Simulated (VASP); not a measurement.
A run of VASP 6.6.1:

The input INCAR:

```
ALGO = Normal ; EDIFF = 1E-8
ENCUT = 400 ; GGA = CA
GGA_COMPAT = F ; ISIF = 2
ISMEAR = -1 ; LASPH = T
LCHARG = F ; LEFG = T
LREAL = F ; LWAVE = F
NBANDS = 16 ; NELM = 120
PREC = Accurate ; SIGMA = 0.08
```

Contents of KPOINTS:

```
k-points
0
Gamma
  10 10 10
```

POSCAR

```
HgTe
1.0
    0.0000000000      2.9117290240      2.9117290240
    2.9117290240      0.0000000000      2.9117290240
    2.9117290240      2.9117290240      0.0000000000
Hg Te
1 1
Direct
    0.0000000000      0.0000000000      0.0000000000
    0.5000000000      0.5000000000      0.5000000000
```

Potentials or basis: VASP PAW LDA potentials, release 64 (Hg, Te).

Command:

```bash
$ cat potpaw_LDA.64/Hg/POTCAR potpaw_LDA.64/Te/POTCAR > POTCAR
$ mpirun -np 1 vasp_std > vasp.out
```

Hardware: 1 thread of Intel(R) Xeon(R) Platinum 8375C CPU @ 2.90GHz (Ice Lake) (shared host).

How long does it take, and how much memory?

Wall time 39 s on 1 thread of Intel(R) Xeon(R) Platinum 8375C CPU @ 2.90GHz (Ice Lake) (shared host), peak memory 0.15 GiB. Counts: scf iterations 13, k points 47.
